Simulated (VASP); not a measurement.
The system is SrO.

```
CELL_PARAMETERS angstrom
0.00000 2.57989 2.44496
2.57989 0.00000 2.44496
2.57989 2.57989 0.00000
ATOMIC_POSITIONS crystal
Sr 0.00000 0.00000 0.00000
O 0.50000 0.50000 0.50000
```

This cell differs from its parent crystal: uniaxial z strain -5.2%.

Base run:

| Property | Result |
| --- | --- |
| Program | VASP 6.6.1 |
| Functional | r2SCAN |
| Potentials or basis | VASP PAW PBE potentials, release 64 (Sr_sv, O) |
| Cutoff | 520 eV |
| k mesh | 8 × 8 × 8 |
| Occupations | gaussian, width 0.01 eV |
| Spin | no spin polarisation |

Its results: band gap on the k mesh 3.40 eV, indirect (least direct gap 3.65 eV); pressure 7.1 GPa.

Problem. The run is repeated on the same cell with these changes: functional from r2SCAN to HSE06; k mesh from 8 × 8 × 8 to 6 × 6 × 6. What comes out?

Solution. Band gap on the k mesh 4.44 eV, indirect (least direct gap 4.71 eV); pressure 6.6 GPa.

Several settings changed at once, so the effect can't be laid on one alone.

Caveats: the PAW data sets were made with another functional, which shifts forces and pressure a little.

A k mesh can miss the band edges.
